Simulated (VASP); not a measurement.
# Si3As2 (P6/mmm) in VASP: relaxation of cell and atoms with PBE

Aim: the relaxation of cell and atoms of Si3As2 with PBE.

Everything below comes from runs of VASP 6.6.1. Logs are shortened: lines on timing, memory, paths and dates and some standing lists are left out, and cuts for length are marked.

### 1 The cell of the first run

Symmetry: P6/mmm, No. 191, hexagonal system. The conventional cell has a = 4.726 Å, b = 4.726 Å, c = 5.484 Å, α = 90.00°, β = 90.00°, γ = 120.00°. Si (site symmetry mmm) has 4 Si at 2.36 Å and 4 As at 2.65 Å within 3.1 Å. As (site symmetry 6mm) has 2 As at 2.42 to 3.07 Å and 6 Si at 2.65 Å within 3.2 Å.

The cell was generated, and may not be a known phase.

### 2 Relaxation of cell and atoms, PBE

Contents of INCAR:

```
SYSTEM = Si3As2
  ALGO = Normal
  EDIFF = 1E-7
  EDIFFG = -0.08
  ENCUT = 500
  GGA = PE
  GGA_COMPAT = .FALSE.
  IBRION = 2
  ISIF = 3
  ISMEAR = 0
  LASPH = .TRUE.
  LCHARG = .FALSE.
  LREAL = .FALSE.
  LWAVE = .FALSE.
  NELM = 120
  NELMIN = 4
  NSW = 36
  PREC = Accurate
  SIGMA = 0.2
```

Contents of KPOINTS:

```
k-points
0
G
  4 4 3
  0 0 0
```

Contents of POSCAR:

```
Si3As2
1.0
    4.7263116700      0.0000000000      0.0000000000
   -2.3631558400      4.0931059700      0.0000000000
    0.0000000000      0.0000000000      5.4842156100
Si As
3 2
Direct
    0.5000000000      0.0000000000      0.5000000000
    0.0000000000      0.5000000000      0.5000000000
    0.5000000000      0.5000000000      0.5000000000
    0.0000000000      0.0000000000      0.7203850800
    0.0000000000      0.0000000000      0.2796149200
```

Potentials or basis: VASP PAW PBE potentials, release 64 (Si, As).

Run with:

```
$ cat potpaw_PBE.64/Si/POTCAR potpaw_PBE.64/As/POTCAR > POTCAR
$ mpirun -np 1 vasp_std > vasp.out
```

OUTCAR:

```text
SYSTEM = Si3As2
   EDIFF = 1E-7
   EDIFFG = -0.08
   ENCUT = 500
   GGA = PE
   IBRION = 2
   ISIF = 3
   ISMEAR = 0
   LASPH = .TRUE.
   LREAL = .FALSE.
   NELM = 120
   NELMIN = 4
   NSW = 36
   PREC = Accurate

 ion  position               nearest neighbor table
   1  0.500  0.000  0.500-   2 2.36   2 2.36   3 2.36   3 2.36   4 2.65   4 2.65   5 2.65   5 2.65

   2  0.000  0.500  0.500-   1 2.36   1 2.36   3 2.36   3 2.36   4 2.65   5 2.65   4 2.65   5 2.65

   3  0.500  0.500  0.500-   2 2.36   2 2.36   1 2.36   1 2.36   4 2.65   5 2.65   4 2.65   5 2.65

   4  0.000  0.000  0.720-   5 2.42   3 2.65   3 2.65   1 2.65   1 2.65   2 2.65   2 2.65
   5  0.000  0.000  0.280-   4 2.42   3 2.65   3 2.65   1 2.65   1 2.65   2 2.65   2 2.65

  LATTYP: Found a hexagonal cell.
 ALAT       =     4.7263116700
 C/A-ratio  =     1.1603584344

  Lattice vectors:

 A1 = (   4.7263116700,   0.0000000000,   0.0000000000)
 A2 = (  -2.3631558400,   4.0931059700,   0.0000000000)
 A3 = (   0.0000000000,   0.0000000000,   5.4842156100)

Analysis of symmetry for initial positions (statically):
=====================================================================
 Subroutine PRICEL returns:
 Original cell was already a primitive cell.

 Routine SETGRP: Setting up the symmetry group for a
 hexagonal supercell.

 Subroutine GETGRP returns: Found 24 space group operations
 (whereof 24 operations were pure point group operations)
 out of a pool of 24 trial point group operations.

The static configuration has the point symmetry D_6h.

Analysis of symmetry for dynamics (positions and initial velocities):
=====================================================================
 Subroutine PRICEL returns:
 Original cell was already a primitive cell.

 Routine SETGRP: Setting up the symmetry group for a
 hexagonal supercell.

 Subroutine GETGRP returns: Found 24 space group operations
 (whereof 24 operations were pure point group operations)
 out of a pool of 24 trial point group operations.

The dynamic configuration has the point symmetry D_6h.

 Subroutine INISYM returns: Found 24 space group operations
 (whereof 24 operations are pure point group operations),
 and found     1 'primitive' translations

----------------------------------------------------------------------------------------

                                     Primitive cell

  volume of cell :     106.0938

  direct lattice vectors                    reciprocal lattice vectors
     4.726311670  0.000000000  0.000000000     0.211581476  0.122156623  0.000000000
    -2.363155840  4.093105970  0.000000000     0.000000000  0.244313245  0.000000000
     0.000000000  0.000000000  5.484215610     0.000000000  0.000000000  0.182341482

  length of vectors
     4.726311670  4.726311670  5.484215610     0.244313245  0.244313245  0.182341482

  position of ions in fractional coordinates (direct lattice)
     0.500000000  0.000000000  0.500000000
     0.000000000  0.500000000  0.500000000
     0.500000000  0.500000000  0.500000000
     0.000000000  0.000000000  0.720385080
     0.000000000  0.000000000  0.279614920

  ion indices of the primitive-cell ions
   primitive index   ion index
                 1           1
                 2           2
                 3           3
                 4           4
                 5           5

----------------------------------------------------------------------------------------

 KPOINTS: k-points

Automatic generation of k-mesh.
 Grid dimensions read from file:
 generate k-points for:    4    4    3

 Generating k-lattice:

  Cartesian coordinates                     Fractional coordinates (reciprocal lattice)
     0.052895369  0.030539156  0.000000000     0.250000000  0.000000000  0.000000000
     0.000000000  0.061078311  0.000000000     0.000000000  0.250000000  0.000000000
     0.000000000  0.000000000  0.060780494     0.000000000  0.000000000  0.333333333

  Length of vectors
     0.061078311  0.061078311  0.060780494

  Shift w.r.t. Gamma in fractional coordinates (k-lattice)
     0.000000000  0.000000000  0.000000000

 Subroutine IBZKPT returns following result:
 ===========================================

 Found      8 irreducible k-points:

 Following reciprocal coordinates:
            Coordinates               Weight
  0.000000  0.000000  0.000000      1.000000
  0.250000  0.000000  0.000000      6.000000
  0.500000  0.000000  0.000000      3.000000
  0.250000  0.250000  0.000000      6.000000
  0.000000  0.000000  0.333333      2.000000
  0.250000  0.000000  0.333333     12.000000
  0.500000  0.000000  0.333333      6.000000
  0.250000  0.250000  0.333333     12.000000
   k-points           NKPTS =      8   k-points in BZ     NKDIM =      8   number of bands    NBANDS=     15
   number of dos      NEDOS =    301   number of ions     NIONS =      5
   total plane-waves  NPLWV =  51840
   dimension x,y,z NGX =    36 NGY =   36 NGZ =   40
   dimension x,y,z NGXF=    72 NGYF=   72 NGZF=   80
   ions per type =               3   2
   NGX,Y,Z   is equivalent  to a cutoff of  12.66, 12.66, 12.13 a.u.
   NGXF,Y,Z  is equivalent  to a cutoff of  25.33, 25.33, 24.25 a.u.
 SYSTEM =  Si3As2
   PREC   = accura    normal or accurate (medium, high low for compatibility)
   ISTART =      0    job   : 0-new  1-cont  2-samecut
   ICHARG =      2    charge: 1-file 2-atom 10-const
   ISPIN  =      1    spin polarized calculation?
   LNONCOLLINEAR =      F non collinear calculations
   LSORBIT =      F    spin-orbit coupling
   LASPH  =      T    aspherical Exc in radial PAW
   ENCUT  =  500.0 eV  36.75 Ry    6.06 a.u.   8.62  8.62 10.00*2*pi/ulx,y,z
   NELM   =    120;   NELMIN=  4; NELMDL= -5     # of ELM steps
   EDIFF  = 0.1E-06   stopping-criterion for ELM
   LREAL  =      F    real-space projection
   EDIFFG = -.8E-01   stopping-criterion for IOM
   NSW    =     36    number of steps for IOM
   IBRION =      2    ionic relax: 0-MD 1-quasi-New 2-CG
   NFREE  =      1    steps in history (QN), initial steepest desc. (CG)
   ISIF   =      3    stress and relaxation
   ISYM   =      2    0-nonsym 1-usesym 2-fastsym
   POTIM  = 0.5000    time-step for ionic-motion
   TEBEG  =    0.0;   TEEND  =   0.0 temperature during run
   PSTRESS=    0.0 pullay stress
   NELECT =      22.0000    total number of electrons
   NUPDOWN=      -1.0000    fix difference up-down
   EMIN   =  10.00;   EMAX   =-10.00  energy-range for DOS
   EFERMI =   0.00;   METHOD = LEGACY
   ISMEAR =     0;   SIGMA  =   0.20  broadening in eV -4-tet -1-fermi 0-gaus
   EFERMI_NEDOS =   21; number of points for ismear=-14 and -15
   IALGO  =     38    algorithm
   IMIX   =      4    mixing-type and parameters
     AMIX     =   0.40;   BMIX     =  1.00
     AMIX_MAG =   1.60;   BMIX_MAG =  1.00
  volume/ion in A,a.u.               =      21.22       143.19
  Fermi-wavevector in a.u.,A,eV,Ry     =   0.968990  1.831125 12.775065  0.938941
  Thomas-Fermi vector in A             =   2.099005
   LORBIT       =      0    0 simple, 1 ext, 2 COOP (PROOUT), +10 PAW based schemes
   GGA     = PE    functional components
   LHFCALC =     F    Hartree Fock is set to
   AEXX    =    0.0000 exact exchange contribution
   IVDW    =     0    specifies the selected vdW correction
   LEPSILON=     F    determine dielectric tensor
   LRPA    =     F    only Hartree local field effects (RPA)
 conjugate gradient relaxation of ions
 non-spin polarized calculation
 Gauss-broadening in eV      SIGMA  =   0.20
  energy-cutoff  :      500.00
  volume of cell :      106.09
 maximum number of plane-waves:      2720
 NGX is ok and might be reduce to    36
   NGX = 17   NGY = 17   NGZ = 19

--------------------------------------- Ionic step        1  -------------------------------------------

 number of electron      22.0000001 magnetization

 Free energy of the ion-electron system (eV)
  ---------------------------------------------------
  ext. energy  EPLUGINS =         0.00000000
  ---------------------------------------------------
  free energy    TOTEN  =       -21.87753185 eV

  energy without entropy =      -21.84534896  energy(sigma->0) =      -21.86144041

 E-fermi :   5.5332     XC(G=0):  -9.0716

 val. band max:        5.3124131083   @ k =   0.5000   0.0000   0.3333
 cond. band min:       5.6249894552   @ k =   0.2500   0.0000   0.0000
 fundamental gap:      0.3125763469
 Fermi energy:         5.5331782604

 k-point     1 :       0.0000    0.0000    0.0000
  band No.  band energies     occupation
      1     -10.0624      2.00000
      2      -4.5003      2.00000
      3      -3.2456      2.00000
      4      -1.2803      2.00000
      5      -1.2803      2.00000
      6      -0.6565      2.00000
      7       0.3318      2.00000
      8       0.9639      2.00000
      9       0.9639      2.00000
     10       4.3537      2.00000
     11       4.3537      2.00000
     12       4.3710      2.00000
     13       7.6165      0.00000
     14       7.6165      0.00000
     15       9.0191      0.00000
[... 234 lines left out ...]
  FREE ENERGIE OF THE ION-ELECTRON SYSTEM (eV)
  ---------------------------------------------------
  free  energy   TOTEN  =       -22.6251940590 eV

  energy  without entropy=      -22.5900685747  energy(sigma->0) =      -22.60763132

[... ionic steps 4 to 7 ...]

--------------------------------------- Ionic step        8  -------------------------------------------

 number of electron      21.9999999 magnetization

------------------------ aborting loop because EDIFF is reached ----------------------------------------

  FORCE on cell =-STRESS in cart. coord.  units (eV):
  Direction    XX          YY          ZZ          XY          YZ          ZX
  --------------------------------------------------------------------------------------
  -------------------------------------------------------------------------------------
  Total       -0.1327490     -0.1327490      0.0953271      0.0000000     -0.0000000     -0.0000000
  in kB       -1.7586952     -1.7586952      1.2629202      0.0000000     -0.0000000     -0.0000000
  external PRESSURE =      -0.7514901 kB  Pullay stress =       0.0000000 kB
[... 63 lines left out ...]
  energy  without entropy=      -22.6014496730  energy(sigma->0) =      -22.61895537

--------------------------------------- Ionic step       10  -------------------------------------------

 number of electron      22.0000000 magnetization

 Free energy of the ion-electron system (eV)
  ---------------------------------------------------
  ext. energy  EPLUGINS =         0.00000000
  ---------------------------------------------------
  free energy    TOTEN  =       -22.63867254 eV

  energy without entropy =      -22.60587198  energy(sigma->0) =      -22.62227226

 E-fermi :   4.4042     XC(G=0):  -8.7648

 val. band max:        4.3522816554   @ k =   0.5000   0.0000   0.0000
 cond. band min:       4.5459126999   @ k =   0.5000   0.0000   0.3333
 fundamental gap:      0.1936310444
 Fermi energy:         4.4042374916

 k-point     1 :       0.0000    0.0000    0.0000
  band No.  band energies     occupation
      1      -9.6386      2.00000
      2      -4.8939      2.00000
      3      -4.4795      2.00000
      4      -1.3440      2.00000
      5      -1.3440      2.00000
      6      -1.0182      2.00000
      7      -0.3807      2.00000
      8      -0.3256      2.00000
      9      -0.3256      2.00000
     10       3.2557      2.00000
     11       3.7751      1.99999
     12       3.7751      1.99999
     13       6.3715      0.00000
     14       6.3715      0.00000
     15       7.0307      0.00000
[... 156 lines left out ...]
  FREE ENERGIE OF THE ION-ELECTRON SYSTEM (eV)
  ---------------------------------------------------
  free  energy   TOTEN  =       -22.6386725395 eV

  energy  without entropy=      -22.6058719809  energy(sigma->0) =      -22.62227226

 reached required accuracy - stopping structural energy minimisation
```

Run time: 3.9 min. Hardware: 1 thread of Intel Xeon 8259CL, shared host; peak memory 0.22 GiB.

Results:

```
Free energy                           : -22.6387 eV
Relaxed volume                        : 23.93 Å³/atom
Relaxed cell                          : a = 5.054 Å, b = 5.054 Å, c = 5.408 Å, α = 90.00°, β = 90.00°, γ = 120.00°
Space group after relaxing (to 0.1 Å) : P6/mmm (No. 191)
Energy gained by relaxing             : 152.2 meV/atom
Ionic steps                           : 10
Pressure after relaxing               : -0.2 GPa
Largest force after relaxing          : 0.023 eV/Å
Band gap on the k mesh                : zero (bands 11 and 12 overlap by 1.96 eV)
```

Forces on the atoms (eV/Å):
```
Si   0.000  0.000  0.000
Si   0.000  0.000  0.000
Si   0.000  0.000  0.000
As   0.000  0.000  0.023
As   0.000  0.000 -0.023
```

The path:
```
step  energy change (eV)  largest force (eV/Å)  pressure (GPa)  volume (Å³)
   1              0.0000                1.6118           13.95       106.09
   2             -0.4847                0.7617           -4.85       136.86
   3             -0.7477                0.0299           -0.25       122.89
   4             -0.7477                0.0526           -0.10       122.54
   5             -0.7498                0.0970           -0.03       122.16
   6             -0.7524                0.2148            0.18       121.19
   7             -0.7538                0.1975            0.11       121.13
   8             -0.7570                0.1481           -0.08       120.93
   9             -0.7589                0.0571           -0.41       120.54
  10             -0.7611                0.0228           -0.24       119.64
```

Final structure:
```
Si As
1.0
     5.05404    0.00000    0.00000
    -2.52702    4.37693    0.00000
     0.00000    0.00000    5.40830
Si As
3 2
Direct
  0.50000 0.00000 0.50000
  0.00000 0.50000 0.50000
  0.50000 0.50000 0.50000
  0.00000 0.00000 0.73901
  0.00000 0.00000 0.26099
```

Levels at points of the mesh, in eV from the Fermi level:
| k point | band 7 | band 8 | band 9 | band 10 | band 11 | band 12 | band 13 | band 14 | band 15 |
| --- | --- | --- | --- | --- | --- | --- | --- | --- | --- |
| (0.00, 0.00, 0.00) | -4.78 | -4.73 | -4.73 | -1.15 | -0.63 | -0.63 | 1.97 | 1.97 | 2.63 |
| (0.50, 0.00, 0.00) | -3.52 | -1.52 | -1.44 | -0.78 | -0.16 | -0.05 | 0.23 | 1.95 | 3.04 |

Caveat: the k points lie up to 0.39 Å⁻¹ apart in the final cell, too coarse for converged energies and pressures of a metal.

The gap in the log of VASP goes by the Fermi energy; the results here count the filled bands.